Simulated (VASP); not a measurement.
Here is a VASP 6.6.1 calculation.

The input INCAR:

```
SYSTEM = B11As12
  PREC = Accurate
  ENCUT = 520
  EDIFF = 1E-7
  ISMEAR = 0
  SIGMA = 0.05
  LREAL = Auto
  LASPH = .TRUE.
  NELM = 80
  ALGO = Normal
  ISIF = 2
  LWAVE = .FALSE.
  LCHARG = .TRUE.
  LDIPOL = .TRUE.
  IDIPOL = 3
  DIPOL = 0.5 0.5 0.500
  GGA = PS
  LELF = .TRUE.
  LVHAR = .TRUE.
  LVACPOTAV = .TRUE.
  NBANDS = 64
```

File KPOINTS:

```
Automatic mesh
0
G
  6 5 1
  0 0 0
```

POSCAR

```
B11As12
1.0
    4.7678758036      0.0000000000      0.0000000000
   -2.3839379018      5.3306472025      0.0000000000
    0.0000000000      0.0000000000     26.7274238456
As B
12 11
Direct
    0.1000000000      0.7000000000      0.2806106583
    0.8000000000      0.1000000000      0.3204996295
    0.5000000000      0.5000000000      0.3603886007
    0.2000000000      0.9000000000      0.4002775720
    0.9000000000      0.3000000000      0.4401665432
    0.6000000000      0.7000000000      0.4800555144
    0.3000000000      0.1000000000      0.5199444856
    0.0000000000      0.5000000000      0.5598334568
    0.7000000000      0.9000000000      0.5997224280
    0.4000000000      0.3000000000      0.6396113993
    0.1000000000      0.7000000000      0.6795003705
    0.8000000000      0.1000000000      0.7193893417
    0.7000000000      0.4000000000      0.3005551439
    0.4000000000      0.8000000000      0.3404441151
    0.1000000000      0.2000000000      0.3803330863
    0.8000000000      0.6000000000      0.4202220576
    0.5000000000      0.0000000000      0.4601110288
    0.2000000000      0.4000000000      0.5000000000
    0.9000000000      0.8000000000      0.5398889712
    0.6000000000      0.2000000000      0.5797779424
    0.3000000000      0.6000000000      0.6196669137
    0.0000000000      0.0000000000      0.6595558849
    0.7000000000      0.4000000000      0.6994448561
```

Potentials or basis: VASP PAW PBE potentials, release 64 (As, B).

Launch:

```sh
$ cat potpaw_PBE.64/As/POTCAR potpaw_PBE.64/B/POTCAR > POTCAR
$ mpirun -np 1 vasp_std > vasp.out
```

Question: Predict the band gap on the k mesh.

Answer: Zero (an odd number of electrons rules out a gap without spin polarisation).

Question: What does it give for the largest force?

Answer: 2.280 eV/Å.

Forces in eV/Å, atoms in the order of the input:
```
As  -0.939 -0.077 -0.558
As   0.171 -0.832 -0.796
As  -0.598 -0.437 -0.608
As  -0.077 -0.091 -0.029
As  -0.038 -0.045 -0.031
As  -0.117 -0.030 -0.060
As  -0.117  0.030  0.060
As  -0.038  0.045  0.031
As  -0.077  0.091  0.029
As  -0.598  0.437  0.608
As   0.171  0.832  0.796
As  -0.939  0.077  0.558
B    1.568  1.067  1.265
B   -0.213  0.057  0.321
B   -0.070  0.261  0.108
B    0.284  0.045  0.081
B    0.027  0.048  0.075
B    0.005  0.000  0.000
B    0.027 -0.048 -0.075
B    0.284 -0.045 -0.081
B   -0.070 -0.261 -0.108
B   -0.213 -0.057 -0.321
B    1.568 -1.067 -1.265
```

Caveat: the PAW data sets were made with another functional, which shifts forces and pressure a little; an odd number of electrons without spin polarisation forces a metal; a magnetic or distorted state may lie lower.
